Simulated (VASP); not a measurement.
# Al (I4/mmm) in VASP: notebook

Runs on Al. Level: PBE+D3(BJ). Tasks: single point.

Everything below comes from runs of VASP 6.6.1. Logs are shortened: lines on timing, memory, paths and dates and some standing lists are left out, and cuts for length are marked.

## (1) The cell of the first run

It takes space group I4/mmm (No. 139, tetragonal). Conventional cell: a = 3.304 Å, b = 3.304 Å, c = 3.037 Å, α = 90.00°, β = 90.00°, γ = 90.00°. Within 3.7 Å of Al (site symmetry 4/mmm) lie 14 Al at 2.79 to 3.30 Å.

## (2) Single point, PBE+D3(BJ)

Contents of INCAR:

```
SYSTEM = Al
ALGO = Normal
EDIFF = 1E-7
ENCUT = 520
GGA = PE
ISIF = 2
ISMEAR = 0
IVDW = 12
LASPH = .TRUE.
LCHARG = .FALSE.
LREAL = .FALSE.
LWAVE = .FALSE.
NBANDS = 8
NELM = 80
PREC = Accurate
SIGMA = 0.15
```

Contents of KPOINTS:

```
k-points
0
G
  22 22 22
  0 0 0
```

Contents of POSCAR:

```
Al
1.0
    0.0000000000      2.3365142344      1.5187342523
    2.3365142344      0.0000000000      1.5187342523
    2.3365142344      2.3365142344      0.0000000000
Al
1
Direct
    0.0000000000      0.0000000000      0.0000000000
```

Potentials or basis: VASP PAW PBE potentials, release 64 (Al).

On the command line:

```bash
$ cat potpaw_PBE.64/Al/POTCAR > POTCAR
$ mpirun -np 1 vasp_std > vasp.out
```

OUTCAR:

```text
SYSTEM = Al
   EDIFF = 1E-7
   ENCUT = 520
   GGA = PE
   ISIF = 2
   ISMEAR = 0
   IVDW = 12
   LASPH = .TRUE.
   LREAL = .FALSE.
   NELM = 80
   PREC = Accurate
 IVDW          = 12

 ion  position               nearest neighbor table
   1  0.000  0.000  0.000-

  LATTYP: Found a body centered tetragonal cell.
 ALAT       =     3.3043301190
 C/A-ratio  =     0.9192388155

  Lattice vectors:

 A1 = (   0.0000000000,  -2.3365142344,  -1.5187342523)
 A2 = (   0.0000000000,   2.3365142344,  -1.5187342523)
 A3 = (   2.3365142344,   0.0000000000,   1.5187342523)

Analysis of symmetry for initial positions (statically):
=====================================================================
 Subroutine PRICEL returns:
 Original cell was already a primitive cell.

 Routine SETGRP: Setting up the symmetry group for a
 body centered tetragonal supercell.

 Subroutine GETGRP returns: Found 16 space group operations
 (whereof 16 operations were pure point group operations)
 out of a pool of 16 trial point group operations.

The static configuration has the point symmetry D_4h.

Analysis of symmetry for dynamics (positions and initial velocities):
=====================================================================
 Subroutine PRICEL returns:
 Original cell was already a primitive cell.

 Routine SETGRP: Setting up the symmetry group for a
 body centered tetragonal supercell.

 Subroutine GETGRP returns: Found 16 space group operations
 (whereof 16 operations were pure point group operations)
 out of a pool of 16 trial point group operations.

The dynamic configuration has the point symmetry D_4h.

 Subroutine INISYM returns: Found 16 space group operations
 (whereof 16 operations are pure point group operations),
 and found     1 'primitive' translations

----------------------------------------------------------------------------------------

                                     Primitive cell

  volume of cell :      16.5824

  direct lattice vectors                    reciprocal lattice vectors
     0.000000000  2.336514234  1.518734252    -0.213993988  0.213993988  0.329221521
     2.336514234  0.000000000  1.518734252     0.213993988 -0.213993988  0.329221521
     2.336514234  2.336514234  0.000000000     0.213993988  0.213993988 -0.329221521

  length of vectors
     2.786727919  2.786727919  3.304330119     0.447184150  0.447184150  0.447184150

  position of ions in fractional coordinates (direct lattice)
     0.000000000  0.000000000  0.000000000

  ion indices of the primitive-cell ions
   primitive index   ion index
                 1           1

----------------------------------------------------------------------------------------

 KPOINTS: k-points

Automatic generation of k-mesh.
 Grid dimensions read from file:
 generate k-points for:   22   22   22

 Generating k-lattice:

  Cartesian coordinates                     Fractional coordinates (reciprocal lattice)
    -0.009726999  0.009726999  0.014964615     0.045454545 -0.000000000  0.000000000
     0.009726999 -0.009726999  0.014964615    -0.000000000  0.045454545  0.000000000
     0.009726999  0.009726999 -0.014964615     0.000000000  0.000000000  0.045454545

  Length of vectors
     0.020326552  0.020326552  0.020326552

  Shift w.r.t. Gamma in fractional coordinates (k-lattice)
     0.000000000  0.000000000  0.000000000

 Subroutine IBZKPT returns following result:
 ===========================================

 Found    834 irreducible k-points:

 Following reciprocal coordinates:
            Coordinates               Weight
  0.000000  0.000000  0.000000      1.000000
  0.045455  0.000000  0.000000      8.000000
  0.090909  0.000000  0.000000      8.000000
  0.136364  0.000000  0.000000      8.000000
  0.181818  0.000000  0.000000      8.000000
  0.227273 -0.000000  0.000000      8.000000
[... 16 lines left out ...]
  0.500000  0.045455  0.000000      8.000000
 -0.454545  0.045455  0.000000      8.000000
 [... further k-points ...]
   k-points           NKPTS =    834   k-points in BZ     NKDIM =    834   number of bands    NBANDS=      8
   number of dos      NEDOS =    301   number of ions     NIONS =      1
   total plane-waves  NPLWV =  16128
   dimension x,y,z NGX =    24 NGY =   24 NGZ =   28
   dimension x,y,z NGXF=    48 NGYF=   48 NGZF=   56
   ions per type =               1
   NGX,Y,Z   is equivalent  to a cutoff of  14.32, 14.32, 14.09 a.u.
   NGXF,Y,Z  is equivalent  to a cutoff of  28.64, 28.64, 28.17 a.u.
 SYSTEM =  Al
   PREC   = accura    normal or accurate (medium, high low for compatibility)
   ISTART =      0    job   : 0-new  1-cont  2-samecut
   ICHARG =      2    charge: 1-file 2-atom 10-const
   ISPIN  =      1    spin polarized calculation?
   LNONCOLLINEAR =      F non collinear calculations
   LSORBIT =      F    spin-orbit coupling
   LASPH  =      T    aspherical Exc in radial PAW
   ENCUT  =  520.0 eV  38.22 Ry    6.18 a.u.   5.18  5.18  6.14*2*pi/ulx,y,z
   NELM   =     80;   NELMIN=  2; NELMDL= -5     # of ELM steps
   EDIFF  = 0.1E-06   stopping-criterion for ELM
   LREAL  =      F    real-space projection
   EDIFFG = 0.1E-05   stopping-criterion for IOM
   NSW    =      0    number of steps for IOM
   IBRION =     -1    ionic relax: 0-MD 1-quasi-New 2-CG
   NFREE  =      0    steps in history (QN), initial steepest desc. (CG)
   ISIF   =      2    stress and relaxation
   ISYM   =      2    0-nonsym 1-usesym 2-fastsym
   POTIM  = 0.5000    time-step for ionic-motion
   TEBEG  =    0.0;   TEEND  =   0.0 temperature during run
   PSTRESS=    0.0 pullay stress
   NELECT =       3.0000    total number of electrons
   NUPDOWN=      -1.0000    fix difference up-down
   EMIN   =  10.00;   EMAX   =-10.00  energy-range for DOS
   EFERMI =   0.00;   METHOD = LEGACY
   ISMEAR =     0;   SIGMA  =   0.15  broadening in eV -4-tet -1-fermi 0-gaus
   EFERMI_NEDOS =   21; number of points for ismear=-14 and -15
   IALGO  =     38    algorithm
   IMIX   =      4    mixing-type and parameters
     AMIX     =   0.40;   BMIX     =  1.00
     AMIX_MAG =   1.60;   BMIX_MAG =  1.00
  volume/ion in A,a.u.               =      16.58       111.90
  Fermi-wavevector in a.u.,A,eV,Ry     =   0.925903  1.749704 11.664236  0.857297
  Thomas-Fermi vector in A             =   2.051808
   LORBIT       =      0    0 simple, 1 ext, 2 COOP (PROOUT), +10 PAW based schemes
   GGA     = PE    functional components
   LHFCALC =     F    Hartree Fock is set to
   AEXX    =    0.0000 exact exchange contribution
   IVDW    =    12    specifies the selected vdW correction
   LEPSILON=     F    determine dielectric tensor
   LRPA    =     F    only Hartree local field effects (RPA)
 non-spin polarized calculation
 Gauss-broadening in eV      SIGMA  =   0.15
  energy-cutoff  :      520.00
  volume of cell :       16.58
 maximum number of plane-waves:       466
 NGX is ok and might be reduce to    24
   NGX = 11   NGY = 11   NGZ = 13

 number of electron       3.0000000 magnetization

 Free energy of the ion-electron system (eV)
  ---------------------------------------------------
  ext. energy  EPLUGINS =         0.00000000
  ---------------------------------------------------
  free energy    TOTEN  =        -3.65843059 eV

  energy without entropy =       -3.65357575  energy(sigma->0) =       -3.65600317

 E-fermi :   7.9341     XC(G=0): -10.1820

 val. band max:        7.9201401049   @ k =  -0.4091   0.1364   0.3636
 cond. band min:       7.9341966437   @ k =  -0.4091   0.1818   0.4091
 fundamental gap:      0.0140565387
 Fermi energy:         7.9340949024

 k-point     1 :       0.0000    0.0000    0.0000
  band No.  band energies     occupation
      1      -3.1490      2.00000
      2      19.9281      0.00000
      3      21.9639      0.00000
      4      21.9639      0.00000
      5      21.9695      0.00000
      6      21.9695      0.00000
      7      23.0240      0.00000
      8      23.2801      0.00000

 k-point     2 :       0.0455    0.0000    0.0000
  band No.  band energies     occupation
      1      -3.0878      2.00000
      2      19.5589      0.00000
      3      21.0294      0.00000
      4      21.4324      0.00000
      5      21.6695      0.00000
      6      22.6493      0.00000
      7      23.0718      0.00000
      8      23.7405      0.00000

 k-point     3 :       0.0909    0.0000    0.0000
  band No.  band energies     occupation
      1      -2.9044      2.00000
      2      18.8556      0.00000
      3      19.3791      0.00000
      4      20.6619      0.00000
      5      20.8758      0.00000
      6      23.1050      0.00000
      7      23.6973      0.00000
      8      23.9769      0.00000

 k-point     4 :       0.1364    0.0000    0.0000
  band No.  band energies     occupation
      1      -2.5992      2.00000
      2      17.4738      0.00000
      3      18.1363      0.00000
      4      19.7967      0.00000
      5      20.1489      0.00000
      6      22.4402      0.00000
      7      24.4711      0.00000
      8      24.9473      0.00000

 k-point     5 :       0.1818    0.0000    0.0000
  band No.  band energies     occupation
      1      -2.1731      2.00000
      2      15.5378      0.00000
      3      17.4816      0.00000
      4      18.9527      0.00000
      5      19.4864      0.00000
      6      21.7274      0.00000
      7      24.8782      0.00000
      8      25.6450      0.00000
[... 177 lines left out ...]
 k-point    22 :       0.4545    0.0455    0.0000
  band No.  band energies     occupation
      1       2.9835      2.00000
      2       5.4144      2.00000
      3      14.6369      0.00000
      4      16.8169      0.00000
      5      16.8418      0.00000
      6      19.5966      0.00000
      7      26.2340      0.00000
      8      31.1085      0.00000

 k-point    23 :       0.5000    0.0455    0.0000
  band No.  band energies     occupation
      1       3.8389      2.00000
      2       4.4697      2.00000
      3      14.4910      0.00000
      4      16.6867      0.00000
      5      16.8988      0.00000
      6      19.6502      0.00000
      7      27.0479      0.00000
      8      30.4248      0.00000

 k-point    24 :      -0.4545    0.0455    0.0000
  band No.  band energies     occupation
      1       2.7910      2.00000
      2       5.6427      2.00000
      3      14.4524      0.00000
      4      16.6620      0.00000
      5      17.0626      0.00000
      6      19.8069      0.00000
      7      27.8000      0.00000
      8      29.5372      0.00000

 [... further k-points ...]

------------------------ aborting loop because EDIFF is reached ----------------------------------------

 Edisp (eV)   -0.33419

 E8    (eV) :    -0.1493

  FORCE on cell =-STRESS in cart. coord.  units (eV):
  Direction    XX          YY          ZZ          XY          YZ          ZX
  --------------------------------------------------------------------------------------
  -------------------------------------------------------------------------------------
  Total      -0.12441    -0.12441    -0.35072     0.00000    -0.00000     0.00000
  in kB     -12.02035   -12.02035   -33.88632     0.00000    -0.00000     0.00000
  external pressure =      -19.31 kB  Pullay stress =        0.00 kB

 VOLUME and BASIS-vectors are now :
 -----------------------------------------------------------------------------
  energy-cutoff  :      520.00
  volume of cell :       16.58
      direct lattice vectors                 reciprocal lattice vectors
     0.000000000  2.336514234  1.518734252    -0.213993988  0.213993988  0.329221521
     2.336514234  0.000000000  1.518734252     0.213993988 -0.213993988  0.329221521
     2.336514234  2.336514234  0.000000000     0.213993988  0.213993988 -0.329221521

 POSITION                                       TOTAL-FORCE (eV/Angst)
 -----------------------------------------------------------------------------------
      0.00000      0.00000      0.00000        -0.000000      0.000000      0.000000
 -----------------------------------------------------------------------------------
    total drift:                               -0.000000      0.000000     -0.000000

  FREE ENERGIE OF THE ION-ELECTRON SYSTEM (eV)
  ---------------------------------------------------
  free  energy   TOTEN  =        -3.9926190378 eV

  energy  without entropy=       -3.9877642032  energy(sigma->0) =       -3.99019162
```

Wall time 66 s (1 thread of AMD EPYC 9R45 (Zen 5), shared host); peak memory 0.19 GiB.

What came out:

| Item | Value |
| --- | --- |
| Free energy | -3.9926 eV |
| Pressure | -1.9 GPa |
| Dispersion energy per atom | -0.334 eV |

Stress tensor (GPa, compression positive):
```
-1.20  0.00  0.00
 0.00 -1.20  0.00
 0.00  0.00 -3.39
```

Levels at points of the mesh, in eV from the Fermi level:
```csv
k point,band 1,band 2,band 3,band 4,band 5
"(0.00, 0.00, 0.00)",-11.08,11.99,14.03,14.03,14.04
"(0.50, 0.00, 0.00)",-4.13,-3.54,7.68,7.74,9.31
"(0.50, 0.50, 0.00)",1.13,1.13,2.58,2.86,3.54
"(0.50, 0.00, 0.50)",-4.54,-4.36,9.32,9.56,11.40
```

Caveat: pairwise dispersion overbinds metals, which lowers pressure and volume.

[end of part 1 of 2]
